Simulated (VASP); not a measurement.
BeS:

```
Be S
1.0
     0.00000    2.43807    2.43807
     2.43807    0.00000    2.43807
     2.43807    2.43807    0.00000
Be S
1 1
Direct
  0.00000 0.00000 0.00000
  0.75000 0.75000 0.75000
```

Base run:

```yaml
Program: VASP 6.6.1
Functional: r2SCAN
Potentials_or_basis: VASP PAW PBE potentials, release 64 (Be, S)
Cutoff: 520 eV
k_mesh: 8 × 8 × 8
Occupations: gaussian, width 0.02 eV
Spin: no spin polarisation
```

Its results: band gap on the k mesh 3.61 eV (least direct gap 6.27 eV); pressure -0.2 GPa.

Question: The run is repeated on the same cell with these changes: functional from r2SCAN to PBE; further incar settings from ALGO = Normal; EDIFF = 1e-07; NBANDS = 11 to ALGO = Normal; EDIFF = 1e-06; NBANDS = 11. What comes out?

Answer: Band gap on the k mesh 3.15 eV (least direct gap 5.68 eV); pressure 0.0 GPa.

Caveats: the PAW data sets were made with another functional, which shifts forces and pressure a little (at least some runs).

A k mesh can miss the band edges.
